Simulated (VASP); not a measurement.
# SnO2 in VASP: a series of runs

SnO2 is run at these levels: r2SCAN; tasks: single point, relaxation of cell and atoms.

Everything below comes from runs of VASP 6.6.1. Logs are shortened: lines on timing, memory, paths and dates and some standing lists are left out, and cuts for length are marked.

## (1) The cell of the first run

The typed cell holds 6 atoms: a = 4.760 Å, b = 4.760 Å, c = 3.201 Å, α = 90.00°, β = 90.00°, γ = 90.00°.

## (2) Single point, r2SCAN

File POSCAR:

```
SnO2
1.0
    4.7598181113      0.0000000000      0.0000000000
    0.0000000000      4.7600576172      0.0000000000
    0.0000000000      0.0000000000      3.2007107588
Sn O
2 4
Direct
    0.5000000000      0.5000000000      0.5000000000
    0.0000000000      0.0000000000      0.0000000000
    0.3058623565      0.3059582269      0.0000000000
    0.8058623565      0.1940417731      0.5000000000
    0.1941376435      0.8059582269      0.5000000000
    0.6941376435      0.6940417731      0.0000000000
```

File INCAR.step1:

```
SYSTEM = SnO2
PREC = Accurate ; ENCUT = 520
ISMEAR = 0 ; SIGMA = 0.02
LREAL = .False. ; LASPH = .True.
NELM = 60 ; NBANDS = 35
GGA = PE ; ALGO = Normal
EDIFF = 1E-4 ; LWAVE = .True.
LCHARG = .False.
```

File INCAR.step2:

```
SYSTEM = SnO2
PREC = Accurate ; ENCUT = 520
EDIFF = 1E-7 ; ISMEAR = 0
SIGMA = 0.02 ; LREAL = .False.
LASPH = .True. ; NELM = 60
ALGO = Normal ; ISIF = 2
LWAVE = .False. ; LCHARG = .False.
METAGGA = R2SCAN ; LMIXTAU = .True.
NBANDS = 35 ; ISTART = 1
```

File KPOINTS:

```
Automatic mesh
0
Gamma
  6 6 8
  0 0 0
```

Potentials or basis: VASP PAW PBE potentials, release 64 (Sn_d, O).

Launch:

```sh
$ cat potpaw_PBE.64/Sn_d/POTCAR potpaw_PBE.64/O/POTCAR > POTCAR
$ cp INCAR.step1 INCAR
$ mpirun -np 1 vasp_std > vasp.out
$ cp INCAR.step2 INCAR
$ mpirun -np 1 vasp_std > vasp.out
```

OUTCAR:

```text
SYSTEM = SnO2
   PREC = Accurate
   ENCUT = 520
   EDIFF = 1E-7
   ISMEAR = 0
   LREAL = .False.
   LASPH = .True.
   NELM = 60
   ISIF = 2
   METAGGA = R2SCAN
   ISTART = 1

 ion  position               nearest neighbor table
   1  0.500  0.500  0.500-   4 2.06   5 2.06   3 2.07   6 2.07   3 2.07   6 2.07   2 3.73   2 3.73
                             2 3.73   2 3.73   2 3.73   2 3.73   2 3.73   2 3.73
   2  0.000  0.000  0.000-   3 2.06   6 2.06   5 2.07   4 2.07   4 2.07   5 2.07   1 3.73   1 3.73
                             1 3.73   1 3.73   1 3.73   1 3.73   1 3.73   1 3.73
   3  0.306  0.306  0.000-   2 2.06   1 2.07   1 2.07
   4  0.806  0.194  0.500-   1 2.06   2 2.07   2 2.07
   5  0.194  0.806  0.500-   1 2.06   2 2.07   2 2.07
   6  0.694  0.694  0.000-   2 2.06   1 2.07   1 2.07

  LATTYP: Found a simple orthorhombic cell.
 ALAT       =     3.2007107588
 B/A-ratio  =     1.4871128540
 C/A-ratio  =     1.4871876830

  Lattice vectors:

 A1 = (   0.0000000000,   0.0000000000,   3.2007107588)
 A2 = (   4.7598181113,   0.0000000000,   0.0000000000)
 A3 = (   0.0000000000,   4.7600576172,   0.0000000000)

Analysis of symmetry for initial positions (statically):
=====================================================================
 Subroutine PRICEL returns:
 Original cell was already a primitive cell.

 Routine SETGRP: Setting up the symmetry group for a
 simple orthorhombic supercell.

 Subroutine GETGRP returns: Found  8 space group operations
 (whereof  4 operations were pure point group operations)
 out of a pool of  8 trial point group operations.

The static configuration has the point symmetry C_2h.
 The point group associated with its full space group is D_2h.

Analysis of symmetry for dynamics (positions and initial velocities):
=====================================================================
 Subroutine PRICEL returns:
 Original cell was already a primitive cell.

 Routine SETGRP: Setting up the symmetry group for a
 simple orthorhombic supercell.

 Subroutine GETGRP returns: Found  8 space group operations
 (whereof  4 operations were pure point group operations)
 out of a pool of  8 trial point group operations.

The dynamic configuration has the point symmetry C_2h.
 The point group associated with its full space group is D_2h.

 Subroutine INISYM returns: Found  8 space group operations
 (whereof  4 operations are pure point group operations),
 and found     1 'primitive' translations

----------------------------------------------------------------------------------------

                                     Primitive cell

  volume of cell :      72.5185

  direct lattice vectors                    reciprocal lattice vectors
     4.759818111  0.000000000  0.000000000     0.210092062  0.000000000  0.000000000
     0.000000000  4.760057617  0.000000000     0.000000000  0.210081491  0.000000000
     0.000000000  0.000000000  3.200710759     0.000000000  0.000000000  0.312430605

  length of vectors
     4.759818111  4.760057617  3.200710759     0.210092062  0.210081491  0.312430605

  position of ions in fractional coordinates (direct lattice)
     0.500000000  0.500000000  0.500000000
     0.000000000  0.000000000  0.000000000
     0.305862357  0.305958227  0.000000000
     0.805862357  0.194041773  0.500000000
     0.194137643  0.805958227  0.500000000
     0.694137643  0.694041773  0.000000000

  ion indices of the primitive-cell ions
   primitive index   ion index
                 1           1
                 2           2
                 3           3
                 4           4
                 5           5
                 6           6

----------------------------------------------------------------------------------------

 KPOINTS: Automatic mesh

Automatic generation of k-mesh.
 Grid dimensions read from file:
 generate k-points for:    6    6    8

 Generating k-lattice:

  Cartesian coordinates                     Fractional coordinates (reciprocal lattice)
[... 57 lines left out ...]
  band No.  band energies     occupation
      1     -16.1324      2.00000
      2     -15.3256      2.00000
      3     -14.9646      2.00000
      4     -14.9645      2.00000
      5     -14.9457      2.00000
      6     -14.9450      2.00000
[... 27 lines left out ...]
     34      18.6191      0.00000
     35      18.9453      0.00000

 k-point     3 :       0.3333    0.0000    0.0000
  band No.  band energies     occupation
      1     -15.9944      2.00000
      2     -15.5251      2.00000
      3     -14.9710      2.00000
      4     -14.9613      2.00000
      5     -14.9611      2.00000
      6     -14.9520      2.00000
[... 27 lines left out ...]
     34      18.6131      0.00000
     35      18.8839      0.00000

 k-point     4 :       0.5000    0.0000    0.0000
  band No.  band energies     occupation
      1     -15.7792      2.00000
      2     -15.7792      2.00000
      3     -14.9628      2.00000
      4     -14.9628      2.00000
      5     -14.9595      2.00000
      6     -14.9595      2.00000
[... 27 lines left out ...]
     34      18.7686      0.00000
     35      19.1329      0.00000

 k-point     5 :       0.0000    0.1667    0.0000
  band No.  band energies     occupation
      1     -16.1324      2.00000
      2     -15.3256      2.00000
      3     -14.9645      2.00000
      4     -14.9645      2.00000
      5     -14.9457      2.00000
      6     -14.9450      2.00000
[... 638 lines left out ...]
 k-point    22 :       0.1667    0.1667    0.1250
  band No.  band energies     occupation
      1     -16.0275      2.00000
      2     -15.3775      2.00000
      3     -15.1550      2.00000
      4     -15.1320      2.00000
      5     -14.9133      2.00000
      6     -14.8827      2.00000
[... 27 lines left out ...]
     34      18.5907      0.00000
     35      18.8294      0.00000

 k-point    23 :       0.3333    0.1667    0.1250
  band No.  band energies     occupation
      1     -15.9274      2.00000
      2     -15.5654      2.00000
      3     -15.1537      2.00000
      4     -15.1394      2.00000
      5     -14.9051      2.00000
      6     -14.8798      2.00000
[... 27 lines left out ...]
     34      18.6552      0.00000
     35      18.7938      0.00000

 k-point    24 :       0.5000    0.1667    0.1250
  band No.  band energies     occupation
      1     -15.7661      2.00000
      2     -15.7661      2.00000
      3     -15.1479      2.00000
      4     -15.1479      2.00000
      5     -14.8915      2.00000
      6     -14.8915      2.00000
[... 27 lines left out ...]
     34      18.7080      0.00000
     35      19.0377      0.00000

 [... further k-points ...]

------------------------ aborting loop because EDIFF is reached ----------------------------------------

  FORCE on cell =-STRESS in cart. coord.  units (eV):
  Direction    XX          YY          ZZ          XY          YZ          ZX
  --------------------------------------------------------------------------------------
  -------------------------------------------------------------------------------------
  Total        0.4212659      0.4211729      0.6534365      0.0000000      0.0000000      0.0000000
  in kB        9.3071751      9.3051200     14.4366022      0.0000000      0.0000000      0.0000000
  external PRESSURE =      11.0162991 kB  Pullay stress =       0.0000000 kB

 VOLUME and BASIS-vectors are now :
 -----------------------------------------------------------------------------
  energy-cutoff  :      520.00
  volume of cell :       72.52
      direct lattice vectors                 reciprocal lattice vectors
     4.759818111  0.000000000  0.000000000     0.210092062  0.000000000  0.000000000
     0.000000000  4.760057617  0.000000000     0.000000000  0.210081491  0.000000000
     0.000000000  0.000000000  3.200710759     0.000000000  0.000000000  0.312430605

 POSITION                                       TOTAL-FORCE (eV/Angst)
 -----------------------------------------------------------------------------------
      2.37991      2.38003      1.60036         0.000000      0.000000      0.000000
      0.00000      0.00000      0.00000         0.000000      0.000000      0.000000
      1.45585      1.45638      0.00000        -0.019609     -0.019888      0.000000
      3.83576      0.92365      1.60036        -0.019609      0.019888      0.000000
      0.92406      3.83641      1.60036         0.019609     -0.019888      0.000000
      3.30397      3.30368      0.00000         0.019609      0.019888     -0.000000
 -----------------------------------------------------------------------------------
    total drift:                                0.000000      0.000000      0.000000

  FREE ENERGIE OF THE ION-ELECTRON SYSTEM (eV)
  ---------------------------------------------------
  free  energy   TOTEN  =       -84.6295445876 eV

  energy  without entropy=      -84.6295445876  energy(sigma->0) =      -84.62954459
```

Wall time 25 min (1 thread of Intel Xeon 8259CL, shared host); peak memory 0.26 GiB.

What came out:

```yaml
Free_energy: -84.6295 eV
Pressure: 1.1 GPa
Largest_force: 0.028 eV/Å
Band_gap_on_the_k_mesh: 1.79 eV
```

Forces on the atoms (eV/Å):
```
Sn   0.000  0.000  0.000
Sn   0.000  0.000  0.000
O   -0.020 -0.020  0.000
O   -0.020  0.020  0.000
O    0.020 -0.020  0.000
O    0.020  0.020  0.000
```

Levels at points of the mesh, in eV from the valence-band top:
| k point | band 24 | band 25 | band 26 | band 27 | band 28 | band 29 |
| --- | --- | --- | --- | --- | --- | --- |
| (0.00, 0.00, 0.00) | -0.78 | -0.78 | 0.00 | 1.79 | 6.81 | 7.05 |
| (0.50, 0.00, 0.00) | -1.17 | -0.62 | -0.62 | 5.00 | 5.00 | 7.81 |
| (0.00, 0.50, 0.00) | -1.17 | -0.62 | -0.62 | 5.00 | 5.00 | 7.81 |
| (0.50, 0.50, 0.00) | -1.30 | -0.92 | -0.92 | 5.44 | 5.44 | 8.22 |
| (0.00, 0.00, 0.50) | -1.67 | -1.27 | -1.27 | 6.87 | 6.87 | 10.53 |
| (0.50, 0.00, 0.50) | -1.11 | -0.69 | -0.69 | 7.15 | 7.15 | 8.85 |
| (0.00, 0.50, 0.50) | -1.11 | -0.69 | -0.69 | 7.15 | 7.15 | 8.85 |
| (0.50, 0.50, 0.50) | -0.96 | -0.85 | -0.85 | 5.52 | 5.52 | 9.65 |

Caveat: the PAW data sets were made with another functional, which shifts forces and pressure a little; spin-orbit coupling is left out, which moves the levels of the heavy elements.

## (3) Relaxation of cell and atoms, r2SCAN

File POSCAR:

```
SnO2
1.0
    4.7587776393      0.0000000000      0.0000000000
    0.0000000000      4.7593032760      0.0000000000
    0.0000000000      0.0000000000      3.2004452871
Sn O
2 4
Direct
    0.5000000000      0.5000000000      0.5000000000
    0.0000000000      0.0000000000      0.0000000000
    0.3045817820      0.3065756306      0.0000000000
    0.8045817820      0.1934243694      0.5000000000
    0.1954182180      0.8065756306      0.5000000000
    0.6954182180      0.6934243694      0.0000000000
```

File INCAR.step1:

```
ALGO = Normal
EDIFF = 1E-4
ENCUT = 600
GGA = PE
ISMEAR = 0
KPAR = 4
LASPH = True
LCHARG = False
LREAL = False
LWAVE = True
NELM = 60
PREC = Accurate
SIGMA = 0.02
```

File INCAR.step2:

```
ALGO = Normal
EDIFF = 1E-6
EDIFFG = -0.005
ENCUT = 600
IBRION = 2
ISIF = 3
ISMEAR = 0
ISTART = 1
KPAR = 4
LASPH = True
LCHARG = False
LMIXTAU = True
LREAL = False
LWAVE = False
METAGGA = R2SCAN
NELM = 60
NSW = 100
PREC = Accurate
SIGMA = 0.02
```

File KPOINTS:

```
k-points
0
Gamma
  6 6 8
```

Potentials or basis: VASP PAW PBE potentials, release 64 (Sn_d, O).

Launch:

```sh
$ cat potpaw_PBE.64/Sn_d/POTCAR potpaw_PBE.64/O/POTCAR > POTCAR
$ cp INCAR.step1 INCAR
$ mpirun -np 4 vasp_std > vasp.out
$ cp INCAR.step2 INCAR
$ mpirun -np 4 vasp_std > vasp.out
```

It took 17 min on 4 MPI ranks of AMD EPYC 9755, shared host; peak memory 0.32 GiB.

Results (log left out):

```yaml
Free_energy: -84.6453 eV
Relaxed_volume: 12.13 Å³/atom
Relaxed_cell: a = 4.764 Å, b = 4.766 Å, c = 3.207 Å, α = 90.00°, β = 90.00°, γ = 90.00°
Space_group_after_relaxing_to_0.1_Å: P4_2/mnm (No. 136)
Energy_gained_by_relaxing: 0.2 meV/atom
Ionic_steps: 5
Pressure_after_relaxing: 0.0 GPa
Largest_force_after_relaxing: 0.005 eV/Å
Band_gap_on_the_k_mesh: 1.74 eV
```

Forces on the atoms (eV/Å):
```
Sn   0.000  0.000  0.000
Sn   0.000  0.000  0.000
O    0.004 -0.003  0.000
O    0.004  0.003  0.000
O   -0.004 -0.003  0.000
O   -0.004  0.003  0.000
```

The path:
```
step  energy change (eV)  largest force (eV/Å)  pressure (GPa)  volume (Å³)
   1              0.0000                0.0241            0.94        72.49
   2              0.0006                0.0376           -1.29        73.23
   3             -0.0010                0.0302           -0.07        72.82
   4             -0.0010                0.0299           -0.02        72.81
   5             -0.0011                0.0049            0.00        72.81
```

Final structure:
```
Sn O
1.0
     4.76378    0.00000    0.00000
     0.00000    4.76603    0.00000
     0.00000    0.00000    3.20680
Sn O
2 4
Direct
  0.50000 0.50000 0.50000
  0.00000 0.00000 0.00000
  0.30489 0.30679 0.00000
  0.80489 0.19321 0.50000
  0.19511 0.80679 0.50000
  0.69511 0.69321 0.00000
```

Levels at points of the mesh, in eV from the valence-band top:
```csv
k point,band 24,band 25,band 26,band 27,band 28,band 29
"(0.00, 0.00, 0.00)",-0.77,-0.77,0.00,1.74,6.77,7.02
"(0.50, 0.00, 0.00)",-1.17,-0.61,-0.61,4.95,4.95,7.76
"(0.00, 0.50, 0.00)",-1.17,-0.62,-0.62,4.96,4.96,7.79
"(0.50, 0.50, 0.00)",-1.30,-0.91,-0.91,5.40,5.40,8.18
"(0.00, 0.00, 0.50)",-1.66,-1.26,-1.26,6.82,6.82,10.50
"(0.50, 0.00, 0.50)",-1.10,-0.69,-0.69,7.10,7.10,8.83
"(0.00, 0.50, 0.50)",-1.11,-0.68,-0.68,7.09,7.09,8.81
"(0.50, 0.50, 0.50)",-0.95,-0.85,-0.85,5.48,5.48,9.63
```

Caveat: the PAW data sets were made with another functional, which shifts forces and pressure a little; spin-orbit coupling is left out, which moves the levels of the heavy elements.

## (4) Relaxation of cell and atoms, r2SCAN, target pressure 10 GPa, at which the enthalpy is minimised

This run uses another cell than the first one, of 11.55 Å³/atom.

File POSCAR:

```
SnO2
1.0
    4.6809491909      0.0000000000      0.0000000000
    0.0000000000      4.6810788820      0.0000000000
    0.0000000000      0.0000000000      3.1637622442
Sn O
2 4
Direct
    0.5000000000      0.5000000000      0.5000000000
    0.0000000000      0.0000000000      0.0000000000
    0.3054772013      0.3055262243      0.0000000000
    0.8054772013      0.1944737757      0.5000000000
    0.1945227987      0.8055262243      0.5000000000
    0.6945227987      0.6944737757      0.0000000000
```

File INCAR.step1:

```
SYSTEM = SnO2
ALGO = Normal ; EDIFF = 1E-4
ENCUT = 600 ; GGA = PE
ISMEAR = 0 ; KPAR = 4
LASPH = .True. ; LCHARG = .False.
LREAL = .False. ; LWAVE = .True.
NELM = 80 ; PREC = Accurate
SIGMA = 0.02
```

File INCAR.step2:

```
SYSTEM = SnO2
ALGO = Normal ; EDIFF = 1E-7
EDIFFG = -0.008 ; ENCUT = 600
IBRION = 2 ; ISIF = 3
ISMEAR = 0 ; ISTART = 1
KPAR = 4 ; LASPH = .True.
LCHARG = .False. ; LMIXTAU = .True.
LREAL = .False. ; LWAVE = .False.
METAGGA = R2SCAN ; NELM = 80
NSW = 70 ; PREC = Accurate
PSTRESS = 100.0 ; SIGMA = 0.02
```

File KPOINTS:

```
k-points
0
Gamma
  6 6 8
  0 0 0
```

Launch:

```sh
$ cat potpaw_PBE.64/Sn_d/POTCAR potpaw_PBE.64/O/POTCAR > POTCAR
$ cp INCAR.step1 INCAR
$ mpirun -np 4 vasp_std > vasp.out
$ cp INCAR.step2 INCAR
$ mpirun -np 4 vasp_std > vasp.out
```

Run time: 37 min. Hardware: 4 MPI ranks of Oxide Virtual Turin-like, shared host; peak memory 0.32 GiB.

The run converged. Its results:

| Property | Result |
| --- | --- |
| Free energy | -84.5434 eV |
| Relaxed volume | 11.62 Å³/atom |
| Relaxed cell | a = 4.681 Å, b = 4.681 Å, c = 3.180 Å, α = 90.00°, β = 90.00°, γ = 90.00° |
| Space group after relaxing (to 0.1 Å) | P4_2/mnm (No. 136) |
| Energy change on relaxing (the run minimises the enthalpy) | -4.4 meV/atom |
| Ionic steps | 7 |
| Pressure after relaxing | 10.0 GPa |
| Band gap on the k mesh | 2.25 eV |

Forces on the atoms (eV/Å):
```
Sn   0.000  0.000  0.000
Sn   0.000  0.000  0.000
O    0.002  0.002  0.000
O    0.002 -0.002  0.000
O   -0.002  0.002  0.000
O   -0.002 -0.002  0.000
```

The path:
```csv
step,energy change (eV),largest force (eV/Å),pressure (GPa),volume (Å³)
1,0.0000,0.0946,11.66,69.32
2,-0.0697,0.1202,6.81,70.53
3,-0.0317,0.0096,9.77,69.78
4,-0.0311,0.0113,9.81,69.77
5,-0.0260,0.0154,10.02,69.68
6,-0.0259,0.0155,10.03,69.68
7,-0.0267,0.0029,9.98,69.69
```

Final structure:
```xyz
6
Lattice="4.6812 0.0000 0.0000 0.0000 4.6813 0.0000 0.0000 0.0000 3.1803" Properties=species:S:1:pos:R:3 pbc="T T T"
Sn    2.3406    2.3406    1.5902
Sn    0.0000    0.0000    0.0000
O     1.4288    1.4290    3.1803
O     3.7693    0.9116    1.5902
O     0.9118    3.7697    1.5902
O     3.2524    3.2523    0.0000
```

Levels at points of the mesh, in eV from the valence-band top:
```csv
k point,band 24,band 25,band 26,band 27,band 28,band 29
"(0.00, 0.00, 0.00)",-0.80,-0.80,0.00,2.25,7.13,7.21
"(0.50, 0.00, 0.00)",-1.18,-0.63,-0.63,5.46,5.46,7.99
"(0.00, 0.50, 0.00)",-1.18,-0.63,-0.63,5.46,5.46,7.99
"(0.50, 0.50, 0.00)",-1.31,-0.94,-0.94,5.90,5.90,8.49
"(0.00, 0.00, 0.50)",-1.78,-1.32,-1.32,7.36,7.36,10.86
"(0.50, 0.00, 0.50)",-1.17,-0.63,-0.63,7.66,7.66,9.26
"(0.00, 0.50, 0.50)",-1.17,-0.63,-0.63,7.66,7.66,9.26
"(0.50, 0.50, 0.50)",-0.98,-0.88,-0.88,5.94,5.94,9.89
```

Caveat: the cell is relaxed towards a set pressure, so the run minimises the enthalpy, not the energy; the PAW data sets were made with another functional, which shifts forces and pressure a little; spin-orbit coupling is left out, which moves the levels of the heavy elements.

## (5) The runs side by side

| task | cell | cutoff (eV) | gap on the mesh (eV) | pressure (GPa) |
| --- | --- | --- | --- | --- |
| single point | a = 4.760, b = 4.760, c = 3.201 Å, 6 atoms, atomic positions A | 520 | 1.79 | 1.1 |
| relaxation of cell and atoms | relaxed from a = 4.759, b = 4.759, c = 3.200 Å, 6 atoms, atomic positions B | 600 | 1.74 | 0.0 |
| relaxation of cell and atoms | relaxed to 10 GPa from a = 4.681, b = 4.681, c = 3.164 Å, 6 atoms, atomic positions C | 600 | 2.25 | 10.0 |

Alike in all rows: level r2SCAN; potentials or basis VASP PAW PBE potentials, release 64 (Sn_d, O); no spin polarisation; k mesh 6 × 6 × 8; smearing gaussian 0.02 eV.

Caveats: the PAW data sets were made with another functional, which shifts forces and pressure a little; spin-orbit coupling is left out, which moves the levels of the heavy elements; the cell is relaxed towards a set pressure, so the run minimises the enthalpy, not the energy (at least some runs).

Absolute energies hang on the potentials; compare differences alone.
